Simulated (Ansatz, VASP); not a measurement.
**One calculation of Ag, two programs**

INCAR

```
SYSTEM = Ag
  PREC = Accurate
  ENCUT = 600
  EDIFF = 1E-6
  ISMEAR = 0
  SIGMA = 0.1
  LREAL = .FALSE.
  LASPH = .TRUE.
  NELM = 100
  ALGO = Normal
  ISIF = 3
  LWAVE = .FALSE.
  LCHARG = .FALSE.
  GGA = PS
  IBRION = 2
  NSW = 90
  EDIFFG = -0.04
```

The input KPOINTS:

```
regular mesh
0
G
  9 9 9
  0 0 0
```

Contents of POSCAR:

```
Ag
1.0
    1.4448702859      0.8341962485      6.9597360086
   -1.4448702859      0.8341962485      6.9597360086
    0.0000000000     -1.6683924970      6.9597360086
Ag
3
Direct
    0.0000000000      0.0000000000      0.0000000000
    0.7776807020      0.7776807020      0.7776807020
    0.2223192980      0.2223192980      0.2223192980
```

Input for Ansatz:

```yaml
crystal:
  lattice:
    - [1.4448702859, 0.8341962485, 6.9597360086]
    - [-1.4448702859, 0.8341962485, 6.9597360086]
    - [0.0, -1.668392497, 6.9597360086]
  atoms:
    - { symbol: Ag, position: [0.0, 0.0, 0.0] }
    - { symbol: Ag, position: [0.777680702, 0.777680702, 0.777680702] }
    - { symbol: Ag, position: [0.222319298, 0.222319298, 0.222319298] }
basis:
  ecutwfc: 420
kpoints:
  mp_grid: { grid: [9, 9, 9] }
hamiltonian:
  xc: pbesol
scf:
  occupations: { method: gaussian, width: 0.1 }
  lower_state_search: "off"
output:
  forces: true
  stress: true
  eigenvalues: true
relax:
  adjacent_minimum: "off"
  f_tol: 0.04
  max_steps: 70
  cell: { stress_tol: 0.4 }
```

Alike in both runs: task relaxation of cell and atoms; functional PBEsol; k mesh 9 × 9 × 9; occupations gaussian, width 0.1 eV; no spin polarisation.

```csv
,VASP,Ansatz
version,VASP 6.6.1,Ansatz 0.2.0
potentials or method,"VASP PAW PBE potentials, release 64 (Ag), cutoff 600 eV","scalar-relativistic, plane waves, PAW"
valence electrons in the cell,33,57
```

Ansatz gave:

* gap on the k mesh at the Fermi level, each at its own relaxed structure (eV): none
* relaxed volume (Å³/atom): 16.70
* relaxed cell length with the largest relative difference (Å): 7.278

Q: Estimate VASP's values.

A: gap on the k mesh at the Fermi level, each at its own relaxed structure (eV): none; relaxed volume (Å³/atom): 16.61; relaxed cell length with the largest relative difference (Å): 7.263.

VASP's potentials were made for PBE, not for PBEsol. A gap of «none» marks a metal or a gap that the smearing closes. VASP's potentials hold 33 valence electrons a cell and Ansatz's 57, so a difference there can come from the potentials and not from the codes.
